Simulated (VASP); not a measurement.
Wanted: the native input for a VASP 6.6.1 run.

* Task: single point
* Functional: PBE0
* Potentials or basis: VASP PAW PBE potentials, release 64 (Mo_sv)
* Cutoff: 520 eV
* k mesh: 6 × 6 × 6
* Occupations: fermi-dirac, width 0.05 eV
* Spin: no spin polarisation
* Dipole correction: no
* Grid for exact exchange (PRECFOCK): Normal
* Further INCAR settings: ALGO = Normal; EDIFF = 1e-07; NBANDS = 13
* Share of exact exchange: 0.25

Mo:

```
CELL_PARAMETERS angstrom
-1.58381 1.58381 1.58381
1.58381 -1.58381 1.58381
1.58381 1.58381 -1.58381
ATOMIC_POSITIONS crystal
Mo 0.00000 0.00000 0.00000
```

These files were run (other wordings do the same):

POSCAR

```
Mo
1.0
   -1.5838089719      1.5838089719      1.5838089719
    1.5838089719     -1.5838089719      1.5838089719
    1.5838089719      1.5838089719     -1.5838089719
Mo
1
Direct
    0.0000000000      0.0000000000      0.0000000000
```

INCAR.step1

```
PREC = Accurate ; ENCUT = 520
EDIFF = 1E-5 ; ISMEAR = -1
SIGMA = 0.05 ; LREAL = False
LASPH = True ; NELM = 100
ALGO = Normal ; ISIF = 2
LWAVE = True ; LCHARG = False
NBANDS = 13 ; GGA = PE
```

INCAR.step2

```
PREC = Accurate ; ENCUT = 520
EDIFF = 1E-7 ; ISMEAR = -1
SIGMA = 0.05 ; LREAL = False
LASPH = True ; NELM = 100
ALGO = Normal ; ISIF = 2
LWAVE = False ; LCHARG = False
GGA = PE ; LHFCALC = True
AEXX = 0.25 ; PRECFOCK = Normal
NBANDS = 13 ; ISTART = 1
```

KPOINTS

```
Automatic mesh
0
Gamma
  6 6 6
```

Potentials or basis: VASP PAW PBE potentials, release 64 (Mo_sv).

Launch:

```sh
$ cat potpaw_PBE.64/Mo_sv/POTCAR > POTCAR
$ cp INCAR.step1 INCAR
$ mpirun -np 1 vasp_std > vasp.out
$ cp INCAR.step2 INCAR
$ mpirun -np 1 vasp_std > vasp.out
```

It gave:

```yaml
Pressure: -8.9 GPa
Band_gap_on_the_k_mesh: zero (bands 7 and 8 overlap by 7.04 eV)
```

Caveat: the k points lie up to 0.47 Å⁻¹ apart, too coarse for converged energies and pressures of a metal; the PAW data sets were made with another functional, which shifts forces and pressure a little.

It took 18 min on 1 thread of Intel Xeon 8259CL (shared host), peak memory 0.14 GiB.
